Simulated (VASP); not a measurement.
Here is a VASP 6.6.1 calculation.

File INCAR:

```
SYSTEM = Mn3Sb4
  PREC = Accurate
  ENCUT = 520
  EDIFF = 1E-6
  ISMEAR = 0
  SIGMA = 0.1
  LREAL = .FALSE.
  LASPH = .TRUE.
  NELM = 150
  ALGO = Normal
  ISIF = 2
  LWAVE = .FALSE.
  LCHARG = .FALSE.
  ISPIN = 2
  MAGMOM = 4 4 4 0 0 0 0
  LORBIT = 11
  LMAXMIX = 4
  GGA = PE
  NBANDS = 42
```

File KPOINTS:

```
regular mesh
0
G
  4 4 4
  0 0 0
```

File POSCAR:

```
Mn3Sb4
1.0
    5.7970198327      0.0000000000      0.0000000000
    0.0000000000      5.7970198327      0.0000000000
    0.0000000000      0.0000000000      5.7970198327
Mn Sb
3 4
Direct
    0.0000000000      0.0000000000      0.5000000000
    0.5000000000      0.0000000000      0.0000000000
    0.0000000000      0.5000000000      0.0000000000
    0.7217301291      0.7217301291      0.7217301291
    0.2782698709      0.2782698709      0.7217301291
    0.2782698709      0.7217301291      0.2782698709
    0.7217301291      0.2782698709      0.2782698709
```

Potentials or basis: VASP PAW PBE potentials, release 64 (Mn_pv, Sb).

Launch:

```console
$ cat potpaw_PBE.64/Mn_pv/POTCAR potpaw_PBE.64/Sb/POTCAR > POTCAR
$ mpirun -np 1 vasp_std > vasp.out
```

Question: Estimate the band gap on the k mesh.

Answer: Zero (filled and empty bands overlap).

Question: Estimate the net moment.

Answer: 9.01 μB per cell.

Forces in eV/Å, atoms in the order of the input:
```
Mn   0.000  0.000  0.000
Mn   0.000  0.000  0.000
Mn   0.000  0.000  0.000
Sb  -0.029 -0.029 -0.029
Sb   0.029  0.029 -0.029
Sb   0.029 -0.029  0.029
Sb  -0.029  0.029  0.029
```

Caveat: spin-orbit coupling is left out, which moves the levels of the heavy elements; only a ferromagnetic start was run, and an antiferromagnetic order may lie lower in energy.
